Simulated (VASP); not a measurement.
Write the native input for VASP 6.6.1 that does the following.

```
Task                   : single point
Functional             : LDA
Potentials or basis    : VASP PAW LDA potentials, release 64 (Mg_sv, O)
Cutoff                 : 750 eV
k mesh                 : 9 × 9 × 8
Occupations            : gaussian, width 0.05 eV
Spin                   : no spin polarisation
Dipole correction      : no
Mended                 : yes
Further INCAR settings : ALGO = Normal; EDIFF = 1e-06; NBANDS = 15
```

The structure of MgO lies in POSCAR:

```
MgO
1.0
    3.0261615305      0.0000000000      0.0000000000
   -1.5130807653      2.6207327614      0.0000000000
    0.0000000000      0.0000000000      2.7198752000
Mg O
1 1
Direct
    0.0000000000      0.0000000000      0.0000000000
    0.3333333333      0.6666666667      0.5000000000
```

This cell differs from its parent crystal: strain +0.030 along x and y, +0.015 along z.

These files were run (other wordings do the same):

INCAR

```
SYSTEM = MgO
PREC = Accurate
ENCUT = 750
EDIFF = 1E-6
ISMEAR = 0
SIGMA = 0.05
LREAL = .FALSE.
LASPH = .TRUE.
NELM = 120
ALGO = Normal
ISIF = 2
LWAVE = .FALSE.
LCHARG = .FALSE.
GGA = CA
NBANDS = 15
GGA_COMPAT = .FALSE.
```

KPOINTS

```
regular mesh
0
G
  9 9 8
  0 0 0
```

Potentials or basis: VASP PAW LDA potentials, release 64 (Mg_sv, O).

Command:

```sh
$ cat potpaw_LDA.64/Mg_sv/POTCAR potpaw_LDA.64/O/POTCAR > POTCAR
$ mpirun -np 1 vasp_std > vasp.out
```

Results of the run:

```
Pressure               : -16.9 GPa
Band gap on the k mesh : 2.36 eV (least direct gap 2.72 eV)
```

Caveat: the cell differs from its parent crystal (strain +0.030 along x and y, +0.015 along z); the cell stands under tension; an odd mesh through Γ misses points on the zone boundary, where band edges can lie.

It took 16 s on 1 thread of AMD EPYC 7R13 Processor (Zen 3), with other jobs on the host, peak memory 0.12 GiB.
